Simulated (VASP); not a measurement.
Input of a VASP 6.6.1 run:

Contents of INCAR:

```
SYSTEM = Al15CrN16
  PREC = Accurate
  ENCUT = 450
  EDIFF = 1E-5
  ISMEAR = 0
  SIGMA = 0.03
  LREAL = Auto
  LASPH = .TRUE.
  NELM = 120
  ALGO = Normal
  ISIF = 2
  LWAVE = .FALSE.
  LCHARG = .FALSE.
  ISPIN = 2
  MAGMOM = 0 0 0 0 0 0 0 0 0 0 0 0 0 0 0 0 0 0 0 0 0 0 0 0 0 0 0 0 0 0 0 0
  LORBIT = 11
  NUPDOWN = 0
  LMAXMIX = 4
  LDAU = .TRUE.
  LDAUTYPE = 2
  LDAUL = 2 -1 -1
  LDAUU = 5 0 0
  LDAUJ = 0 0 0
  LDAUPRINT = 1
  GGA = PS
  NELECT = 138.0
  ISYM = 0
  KPAR = 4
```

Contents of KPOINTS:

```
Automatic mesh
0
G
  3 3 2
  0 0 0
```

The input POSCAR:

```
Al15CrN16                               
1.0
    6.2200008610      0.0000000000      0.0000000000
   -3.1100004305      5.3866787572      0.0000000000
    0.0000000000      0.0000000000      9.9600000000
  Cr              Al              N             
     1    15    16
Direct
     0.3321905102011829    0.1637105495023466    0.0045417066304195
     0.3334763087843919    0.1661712947327917    0.4957877750345173
     0.3309120174643073    0.6639964349081412    0.9992793127608838
     0.3343369147548316    0.6673111089802554    0.5005538640665748
     0.8356097697389083    0.1713413972006480    0.9979603044496955
     0.8335530413315875    0.1665293564262927    0.5006692092258509
     0.8323095378922829    0.6627107826826266    0.9994407517348270
     0.8334510302618960    0.6672008498394192    0.5005795594531783
     0.1675134680574501    0.3334689481234862    0.2513957107011418
     0.1679599627023180    0.3343699010008359    0.7498332733714207
     0.1664242730298323    0.8319747145509598    0.2512590559229949
     0.1663699421969587    0.8325920744706820    0.7507710027581569
     0.6668998507081780    0.3337630524957806    0.2512910995604079
     0.6668243918776746    0.3340062505325274    0.7497396122326638
     0.6672391459046575    0.8340325931497140    0.2481978517293478
     0.6674524289893385    0.8344328571273121    0.7514767012306524
     0.3333659583332735    0.1652795754222669    0.2124120118961614
     0.3333863313397462    0.1661726386694269    0.6877423849647070
     0.3332505688879848    0.6660686370875347    0.1917307659005404
     0.3366355196360801    0.6688043891958740    0.6893348156023105
     0.8344209011815368    0.1681364680695205    0.1907596607625888
     0.8332179948483286    0.1655702236619873    0.6895474088313043
     0.8336583867361608    0.6664292203927028    0.1918006231471384
     0.8323967536039857    0.6684985655842026    0.6893605307963042
     0.1652203333577236    0.3352485089337684    0.4429079534491381
     0.1610314335548350    0.3416613540705012    0.9356691164459463
     0.1647961510552780    0.8290903199131336    0.4427689854729330
     0.1565945606107179    0.8136089538130949    0.9373465132282109
     0.6707969542277058    0.3353069814128259    0.4428777827932553
     0.6811125872322361    0.3416413489897642    0.9357838378189789
     0.6672102868853552    0.8338845462201017    0.4393024176844686
     0.6674916846132557    0.8343731028395003    0.9419984003432971
```

Potentials or basis: VASP PAW PBE potentials, release 64 (Cr_pv, Al, N).

The run is started by

```bash
$ cat potpaw_PBE.64/Cr_pv/POTCAR potpaw_PBE.64/Al/POTCAR potpaw_PBE.64/N/POTCAR > POTCAR
$ mpirun -np 4 vasp_std > vasp.out
```

Q: Predict the largest force.

A: 0.533 eV/Å.

Forces in eV/Å, atoms in the order of the input:
```
Cr  -0.129 -0.126  0.221
Al  -0.018 -0.008  0.018
Al  -0.184  0.033 -0.171
Al   0.005 -0.017  0.021
Al   0.098  0.084 -0.065
Al   0.020 -0.002  0.014
Al   0.187  0.233 -0.142
Al  -0.007  0.006  0.014
Al  -0.064 -0.070 -0.010
Al  -0.066  0.043  0.034
Al  -0.009  0.027  0.005
Al   0.021 -0.070  0.047
Al   0.118 -0.048  0.025
Al   0.086  0.046  0.091
Al   0.003  0.051  0.006
Al  -0.001 -0.021  0.027
N   -0.175 -0.052  0.077
N   -0.008 -0.013  0.060
N    0.038 -0.021  0.000
N   -0.006 -0.009 -0.040
N   -0.006  0.011  0.060
N   -0.008 -0.014 -0.017
N   -0.041 -0.049 -0.009
N    0.010 -0.004 -0.029
N    0.016  0.013  0.000
N   -0.391  0.255  0.072
N    0.003  0.001 -0.003
N    0.144 -0.290  0.009
N   -0.046 -0.008 -0.029
N    0.435  0.065 -0.301
N    0.002 -0.002  0.000
N   -0.025 -0.044  0.017
```

Caveat: the k points lie up to 0.39 Å⁻¹ apart; the PAW data sets were made with another functional, which shifts forces and pressure a little; the total moment is fixed, so each spin has its own Fermi level.
